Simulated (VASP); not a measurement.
PdCl4:

```
Pd Cl
1.0
     4.92309    0.00000    0.00000
     0.00000    4.92309    0.00000
     0.00000    0.00000    6.28042
Pd Cl
1 4
Cartesian
  2.4615 2.4615 5.9220
  3.8018 3.8018 0.9854
  1.1213 1.1213 0.9854
  1.1213 3.8018 0.9854
  3.8018 1.1213 0.9854
```

The cell was generated, and may not be a known phase.

| Property | Result |
| --- | --- |
| Program | VASP 6.6.1 |
| Task | relaxation of cell and atoms |
| Functional | PBE |
| Potentials or basis | VASP PAW PBE potentials, release 64 (Pd, Cl) |
| Cutoff | 600 eV |
| k mesh | 3 × 3 × 2 |
| Occupations | gaussian, width 0.15 eV |
| Spin | no spin polarisation |

At the start: pressure 17.6 GPa; volume 30.44 Å³/atom.

Question: Where does the relaxation end?

Answer: Over 19 steps the energy falls by 1126.2 meV/atom and the volume is 39.46 Å³/atom (+29.6 %); space group P4mm (No. 99, to 0.1 Å) before, P4/mmm (No. 123, to 0.1 Å).

The path:
```csv
step,energy change (eV),largest force (eV/Å),pressure (GPa),volume (Å³)
1,0.0000,2.7220,17.62,152.22
2,-3.1957,3.0514,-2.93,235.68
3,-3.4868,2.3825,-0.63,205.48
4,-3.4891,2.4875,-1.01,208.72
5,-3.9966,2.4917,-0.50,205.86
6,-4.8527,1.4120,3.51,195.76
7,-5.0733,1.1575,2.63,199.13
8,-5.4623,0.6713,0.09,208.54
9,-5.5031,0.7301,-0.95,212.39
10,-5.5029,0.7289,-0.86,212.06
11,-5.5298,0.6218,-0.80,211.34
12,-5.5819,0.3421,-0.79,209.09
13,-5.5441,0.4535,-1.49,204.11
14,-5.5910,0.2256,-0.91,207.77
15,-5.6088,0.2034,0.15,202.94
16,-5.6100,0.1478,-0.07,203.88
17,-5.6126,0.1345,-0.08,203.22
18,-5.6197,0.1028,-0.09,201.23
19,-5.6308,0.0781,-0.11,197.30
```

Final structure:
```yaml
crystal:
  lattice:
    - [6.47017, 0.00000, 0.00000]
    - [0.00000, 6.47017, 0.00000]
    - [0.00000, 0.00000, 4.71288]
  atoms:
    - { symbol: Pd, position: [0.50000, 0.50000, 0.11240] }
    - { symbol: Cl, position: [0.74669, 0.74669, 0.11454] }
    - { symbol: Cl, position: [0.25331, 0.25331, 0.11454] }
    - { symbol: Cl, position: [0.25331, 0.74669, 0.11454] }
    - { symbol: Cl, position: [0.74669, 0.25331, 0.11454] }
```

Caveat: the k points lie up to 0.67 Å⁻¹ apart in the final cell; the volume moved by over 15 % at a fixed basis, so the end points are rough; this functional lacks dispersion, which binds layers or chains, so the pressure and a relaxed spacing across them are unreliable; the relaxation stopped at a loose force limit of 0.08 eV/Å, so its end isn't a converged minimum.
